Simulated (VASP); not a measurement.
# SiC (Fm-3m) in VASP: further runs

Runs on SiC. Level: r2SCAN. Tasks: single point.

Everything below comes from runs of VASP 6.6.1. Logs are shortened: lines on timing, memory, paths and dates and some standing lists are left out, and cuts for length are marked.

**1. The cell of the first run**

Symmetry: Fm-3m, No. 225, cubic system. The conventional cell has a = 3.540 Å, b = 3.540 Å, c = 3.540 Å, α = 90.00°, β = 90.00°, γ = 90.00°. Within 2.4 Å of C (site symmetry m-3m) lie 6 Si at 1.77 Å. Si (site symmetry m-3m) has 6 C at 1.77 Å within 2.4 Å.

**2. Single point, r2SCAN (volume scaled by 0.680)**

POSCAR

```
SiC
1.0
    0.0000000000      1.7700410943      1.7700410943
    1.7700410943      0.0000000000      1.7700410943
    1.7700410943      1.7700410943      0.0000000000
C Si
1 1
Direct
    0.0000000000      0.0000000000      0.0000000000
    0.5000000000      0.5000000000      0.5000000000
```

INCAR.step1

```
SYSTEM = SiC
ALGO = Normal
EDIFF = 1E-4
ENCUT = 520
GGA = PE
ISMEAR = 0
LASPH = .TRUE.
LCHARG = .FALSE.
LREAL = .FALSE.
LWAVE = .TRUE.
NBANDS = 11
NELM = 80
PREC = Accurate
SIGMA = 0.05
```

INCAR.step2

```
SYSTEM = SiC
ALGO = Normal
EDIFF = 1E-7
ENCUT = 520
ISIF = 2
ISMEAR = 0
ISTART = 1
LASPH = .TRUE.
LCHARG = .TRUE.
LELF = .TRUE.
LMIXTAU = .TRUE.
LREAL = .FALSE.
LVHAR = .TRUE.
LWAVE = .FALSE.
METAGGA = R2SCAN
NBANDS = 11
NELM = 80
PREC = Accurate
SIGMA = 0.05
```

KPOINTS

```
k-points
0
G
  20 20 20
  0 0 0
```

Potentials or basis: VASP PAW PBE potentials, release 64 (C, Si).

Run with:

```
$ cat potpaw_PBE.64/C/POTCAR potpaw_PBE.64/Si/POTCAR > POTCAR
$ cp INCAR.step1 INCAR
$ mpirun -np 1 vasp_std > vasp.out
$ cp INCAR.step2 INCAR
$ mpirun -np 1 vasp_std > vasp.out
```

OUTCAR:

```text
SYSTEM = SiC
   EDIFF = 1E-7
   ENCUT = 520
   ISIF = 2
   ISMEAR = 0
   ISTART = 1
   LASPH = .TRUE.
   LREAL = .FALSE.
   METAGGA = R2SCAN
   NELM = 80
   PREC = Accurate

 ion  position               nearest neighbor table
   1  0.000  0.000  0.000-   2 1.77   2 1.77   2 1.77   2 1.77   2 1.77   2 1.77
   2  0.500  0.500  0.500-   1 1.77   1 1.77   1 1.77   1 1.77   1 1.77   1 1.77

  LATTYP: Found a face centered cubic cell.
 ALAT       =     3.5400821886

  Lattice vectors:

 A1 = (   0.0000000000,   1.7700410943,   1.7700410943)
 A2 = (   1.7700410943,   0.0000000000,   1.7700410943)
 A3 = (   1.7700410943,   1.7700410943,   0.0000000000)

Analysis of symmetry for initial positions (statically):
=====================================================================
 Subroutine PRICEL returns:
 Original cell was already a primitive cell.

 Routine SETGRP: Setting up the symmetry group for a
 face centered cubic supercell.

 Subroutine GETGRP returns: Found 48 space group operations
 (whereof 48 operations were pure point group operations)
 out of a pool of 48 trial point group operations.

The static configuration has the point symmetry O_h .

Analysis of symmetry for dynamics (positions and initial velocities):
=====================================================================
 Subroutine PRICEL returns:
 Original cell was already a primitive cell.

 Routine SETGRP: Setting up the symmetry group for a
 face centered cubic supercell.

 Subroutine GETGRP returns: Found 48 space group operations
 (whereof 48 operations were pure point group operations)
 out of a pool of 48 trial point group operations.

The dynamic configuration has the point symmetry O_h .

 Subroutine INISYM returns: Found 48 space group operations
 (whereof 48 operations are pure point group operations),
 and found     1 'primitive' translations

----------------------------------------------------------------------------------------

                                     Primitive cell

  volume of cell :      11.0912

  direct lattice vectors                    reciprocal lattice vectors
     0.000000000  1.770041094  1.770041094    -0.282479317  0.282479317  0.282479317
     1.770041094  0.000000000  1.770041094     0.282479317 -0.282479317  0.282479317
     1.770041094  1.770041094  0.000000000     0.282479317  0.282479317 -0.282479317

  length of vectors
     2.503216122  2.503216122  2.503216122     0.489268530  0.489268530  0.489268530

  position of ions in fractional coordinates (direct lattice)
     0.000000000  0.000000000  0.000000000
     0.500000000  0.500000000  0.500000000

  ion indices of the primitive-cell ions
   primitive index   ion index
                 1           1
                 2           2

----------------------------------------------------------------------------------------

 KPOINTS: k-points

Automatic generation of k-mesh.
 Grid dimensions read from file:
 generate k-points for:   20   20   20

 Generating k-lattice:

  Cartesian coordinates                     Fractional coordinates (reciprocal lattice)
    -0.014123966  0.014123966  0.014123966     0.050000000  0.000000000  0.000000000
     0.014123966 -0.014123966  0.014123966     0.000000000  0.050000000  0.000000000
     0.014123966  0.014123966 -0.014123966     0.000000000  0.000000000  0.050000000

  Length of vectors
     0.024463426  0.024463426  0.024463426

  Shift w.r.t. Gamma in fractional coordinates (k-lattice)
     0.000000000  0.000000000  0.000000000

 Subroutine IBZKPT returns following result:
 ===========================================

 Found    256 irreducible k-points:

 Following reciprocal coordinates:
            Coordinates               Weight
  0.000000  0.000000  0.000000      1.000000
  0.050000  0.000000  0.000000      8.000000
  0.100000  0.000000  0.000000      8.000000
  0.150000  0.000000  0.000000      8.000000
  0.200000  0.000000  0.000000      8.000000
  0.250000  0.000000  0.000000      8.000000
[... 16 lines left out ...]
 -0.400000  0.050000  0.000000     24.000000
 -0.350000  0.050000  0.000000     24.000000
 [... further k-points ...]
   k-points           NKPTS =    256   k-points in BZ     NKDIM =    256   number of bands    NBANDS=     11
   number of dos      NEDOS =    301   number of ions     NIONS =      2
   total plane-waves  NPLWV =   8000
   dimension x,y,z NGX =    20 NGY =   20 NGZ =   20
   dimension x,y,z NGXF=    40 NGYF=   40 NGZF=   40
   ions per type =               1   1
   NGX,Y,Z   is equivalent  to a cutoff of  13.28, 13.28, 13.28 a.u.
   NGXF,Y,Z  is equivalent  to a cutoff of  26.57, 26.57, 26.57 a.u.
 SYSTEM =  SiC
   PREC   = accura    normal or accurate (medium, high low for compatibility)
   ISTART =      1    job   : 0-new  1-cont  2-samecut
   ICHARG =      0    charge: 1-file 2-atom 10-const
   ISPIN  =      1    spin polarized calculation?
   LNONCOLLINEAR =      F non collinear calculations
   LSORBIT =      F    spin-orbit coupling
   LASPH  =      T    aspherical Exc in radial PAW
   ENCUT  =  520.0 eV  38.22 Ry    6.18 a.u.   4.65  4.65  4.65*2*pi/ulx,y,z
   NELM   =     80;   NELMIN=  2; NELMDL=  0     # of ELM steps
   EDIFF  = 0.1E-06   stopping-criterion for ELM
   LREAL  =      F    real-space projection
   EDIFFG = 0.1E-05   stopping-criterion for IOM
   NSW    =      0    number of steps for IOM
   IBRION =     -1    ionic relax: 0-MD 1-quasi-New 2-CG
   NFREE  =      0    steps in history (QN), initial steepest desc. (CG)
   ISIF   =      2    stress and relaxation
   ISYM   =      2    0-nonsym 1-usesym 2-fastsym
   POTIM  = 0.5000    time-step for ionic-motion
   TEBEG  =    0.0;   TEEND  =   0.0 temperature during run
   PSTRESS=    0.0 pullay stress
   NELECT =       8.0000    total number of electrons
   NUPDOWN=      -1.0000    fix difference up-down
   EMIN   =  10.00;   EMAX   =-10.00  energy-range for DOS
   EFERMI =   0.00;   METHOD = LEGACY
   ISMEAR =     0;   SIGMA  =   0.05  broadening in eV -4-tet -1-fermi 0-gaus
   EFERMI_NEDOS =   21; number of points for ismear=-14 and -15
   IALGO  =     38    algorithm
   IMIX   =      4    mixing-type and parameters
     AMIX     =   0.40;   BMIX     =  1.00
     AMIX_MAG =   1.60;   BMIX_MAG =  1.00
  volume/ion in A,a.u.               =       5.55        37.42
  Fermi-wavevector in a.u.,A,eV,Ry     =   1.468176  2.774451 29.327916  2.155541
  Thomas-Fermi vector in A             =   2.583705
   LORBIT       =      0    0 simple, 1 ext, 2 COOP (PROOUT), +10 PAW based schemes
   METAGGA = R2SCAN    functional components
   LHFCALC =     F    Hartree Fock is set to
   AEXX    =    0.0000 exact exchange contribution
   IVDW    =     0    specifies the selected vdW correction
   LEPSILON=     F    determine dielectric tensor
   LRPA    =     F    only Hartree local field effects (RPA)
 non-spin polarized calculation
 Gauss-broadening in eV      SIGMA  =   0.05
  energy-cutoff  :      520.00
  volume of cell :       11.09
 maximum number of plane-waves:       311
   NGX =  9   NGY =  9   NGZ =  9

 number of electron       7.9999999 magnetization

 Free energy of the ion-electron system (eV)
  ---------------------------------------------------
  ext. energy  EPLUGINS =         0.00000000
  ---------------------------------------------------
  free energy    TOTEN  =       -14.88126546 eV

  energy without entropy =      -14.88126546  energy(sigma->0) =      -14.88126546

 E-fermi :  19.9890     XC(G=0): -15.4656

 val. band max:       19.6274626505   @ k =   0.0000   0.0000   0.0000
 cond. band min:      20.3214085889   @ k =   0.5000   0.5000   0.0000
 fundamental gap:      0.6939459385
 Fermi energy:        19.9889872560

 k-point     1 :       0.0000    0.0000    0.0000
  band No.  band energies     occupation
      1      -5.2757      2.00000
      2      19.6275      2.00000
      3      19.6275      2.00000
      4      19.6275      2.00000
      5      29.1048      0.00000
      6      29.1048      0.00000
      7      29.1048      0.00000
      8      36.2756      0.00000
      9      36.2756      0.00000
     10      36.8704      0.00000
     11      37.4846      0.00000

 k-point     2 :       0.0500    0.0000    0.0000
  band No.  band energies     occupation
      1      -5.1933      2.00000
      2      19.1518      2.00000
      3      19.5290      2.00000
      4      19.5290      2.00000
      5      29.0602      0.00000
      6      29.2951      0.00000
      7      29.2951      0.00000
      8      35.6293      0.00000
      9      35.6293      0.00000
     10      36.9721      0.00000
     11      38.1022      0.00000

 k-point     3 :       0.1000    0.0000    0.0000
  band No.  band energies     occupation
      1      -4.9466      2.00000
      2      17.8852      2.00000
      3      19.2621      2.00000
      4      19.2621      2.00000
      5      28.9632      0.00000
      6      29.7941      0.00000
      7      29.7941      0.00000
      8      34.5242      0.00000
      9      34.5242      0.00000
     10      37.2655      0.00000
     11      39.1447      0.00000

 k-point     4 :       0.1500    0.0000    0.0000
  band No.  band energies     occupation
      1      -4.5366      2.00000
      2      16.1409      2.00000
      3      18.8912      2.00000
      4      18.8912      2.00000
      5      28.8655      0.00000
      6      30.3221      0.00000
      7      30.3221      0.00000
      8      33.7435      0.00000
      9      33.7435      0.00000
     10      37.6846      0.00000
     11      38.8795      0.00000
[... 239 lines left out ...]
 k-point    22 :      -0.4500    0.0500    0.0000
  band No.  band energies     occupation
      1       1.4977      2.00000
      2       4.3513      2.00000
      3      16.6078      2.00000
      4      17.0252      2.00000
      5      27.5537      0.00000
      6      27.8891      0.00000
      7      29.1474      0.00000
      8      35.8381      0.00000
      9      41.5364      0.00000
     10      41.8332      0.00000
     11      42.7398      0.00000

 k-point    23 :      -0.4000    0.0500    0.0000
  band No.  band energies     occupation
      1       0.3077      2.00000
      2       5.8548      2.00000
      3      16.6016      2.00000
      4      17.2418      2.00000
      5      27.8963      0.00000
      6      27.9670      0.00000
      7      29.0987      0.00000
      8      36.0805      0.00000
      9      40.0164      0.00000
     10      40.8050      0.00000
     11      42.3619      0.00000

 k-point    24 :      -0.3500    0.0500    0.0000
  band No.  band energies     occupation
      1      -0.8818      2.00000
      2       7.6210      2.00000
      3      16.6917      2.00000
      4      17.5363      2.00000
      5      28.2249      0.00000
      6      28.3982      0.00000
      7      29.0365      0.00000
      8      36.4920      0.00000
      9      38.0349      0.00000
     10      39.4875      0.00000
     11      41.5961      0.00000

 [... further k-points ...]
[... 5 lines left out ...]
  --------------------------------------------------------------------------------------
  -------------------------------------------------------------------------------------
  Total       16.2182936     16.2182936     16.2182936     -0.0000000     -0.0000000      0.0000000
  in kB     2342.8025933   2342.8025933   2342.8025933     -0.0000000     -0.0000000      0.0000000
  external PRESSURE =    2342.8025933 kB  Pullay stress =       0.0000000 kB

 VOLUME and BASIS-vectors are now :
 -----------------------------------------------------------------------------
  energy-cutoff  :      520.00
  volume of cell :       11.09
      direct lattice vectors                 reciprocal lattice vectors
     0.000000000  1.770041094  1.770041094    -0.282479317  0.282479317  0.282479317
     1.770041094  0.000000000  1.770041094     0.282479317 -0.282479317  0.282479317
     1.770041094  1.770041094  0.000000000     0.282479317  0.282479317 -0.282479317

 POSITION                                       TOTAL-FORCE (eV/Angst)
 -----------------------------------------------------------------------------------
      0.00000      0.00000      0.00000         0.000000      0.000000     -0.000000
      1.77004      1.77004      1.77004         0.000000     -0.000000      0.000000
 -----------------------------------------------------------------------------------
    total drift:                                0.000000     -0.000000     -0.000000

  FREE ENERGIE OF THE ION-ELECTRON SYSTEM (eV)
  ---------------------------------------------------
  free  energy   TOTEN  =       -14.8812654642 eV

  energy  without entropy=      -14.8812654642  energy(sigma->0) =      -14.88126546
```

Wall time 2 min (1 thread of Intel Xeon Platinum 8375C at 2.90GHz (Ice Lake), shared host); peak memory 0.14 GiB.

Results:

| Item | Value |
| --- | --- |
| Free energy | -14.8813 eV |
| Pressure | 234.3 GPa |
| Band gap on the k mesh | 0.69 eV, indirect (least direct gap 7.10 eV) |

Caveat: the PAW data sets were made with another functional, which shifts forces and pressure a little. A k mesh can miss the band edges.

**3. Single point, r2SCAN (volume scaled by 0.720)**

POSCAR

```
SiC
1.0
    0.0000000000      1.8040886623      1.8040886623
    1.8040886623      0.0000000000      1.8040886623
    1.8040886623      1.8040886623      0.0000000000
C Si
1 1
Direct
    0.0000000000      0.0000000000      0.0000000000
    0.5000000000      0.5000000000      0.5000000000
```

INCAR.step1

```
SYSTEM = SiC
PREC = Accurate ; ENCUT = 520
ISMEAR = 0 ; SIGMA = 0.05
LREAL = .FALSE. ; LASPH = .TRUE.
NELM = 60 ; NBANDS = 11
GGA = PE ; ALGO = Normal
EDIFF = 1E-4 ; LWAVE = .TRUE.
LCHARG = .FALSE.
```

INCAR.step2

```
SYSTEM = SiC
PREC = Accurate ; ENCUT = 520
EDIFF = 1E-6 ; ISMEAR = 0
SIGMA = 0.05 ; LREAL = .FALSE.
LASPH = .TRUE. ; NELM = 60
ALGO = Normal ; ISIF = 2
LWAVE = .FALSE. ; LCHARG = .TRUE.
METAGGA = R2SCAN ; LMIXTAU = .TRUE.
LELF = .TRUE. ; LVHAR = .TRUE.
NBANDS = 11 ; ISTART = 1
```

KPOINTS

```
Automatic mesh
0
G
  20 20 20
  0 0 0
```

Potentials or basis: VASP PAW PBE potentials, release 64 (C, Si).

Run with:

```
$ cat potpaw_PBE.64/C/POTCAR potpaw_PBE.64/Si/POTCAR > POTCAR
$ cp INCAR.step1 INCAR
$ mpirun -np 1 vasp_std > vasp.out
$ cp INCAR.step2 INCAR
$ mpirun -np 1 vasp_std > vasp.out
```

Wall time 1.7 min (1 thread of Intel Xeon Platinum 8375C at 2.90GHz (Ice Lake), shared host); peak memory 0.15 GiB.

It converged, with:

- Free energy: -15.7186 eV
- Pressure: 178.8 GPa
- Band gap on the k mesh: 1.08 eV, indirect (least direct gap 7.20 eV)

Levels at points of the mesh, in eV from the valence-band top:
```csv
k point,band 1,band 2,band 3,band 4,band 5,band 6,band 7,band 8,band 9
"(0.00, 0.00, 0.00)",-24.05,0.00,0.00,0.00,9.48,9.48,9.48,15.76,16.32
"(0.50, 0.00, 0.00)",-17.21,-15.21,-2.33,-2.33,7.67,7.67,8.84,14.96,21.15
"(0.50, 0.50, 0.00)",-14.33,-13.85,-6.12,-6.12,1.08,2.26,21.75,22.10,22.10
```

Caveat: the PAW data sets were made with another functional, which shifts forces and pressure a little.

(Continued in part 2 of 2.)
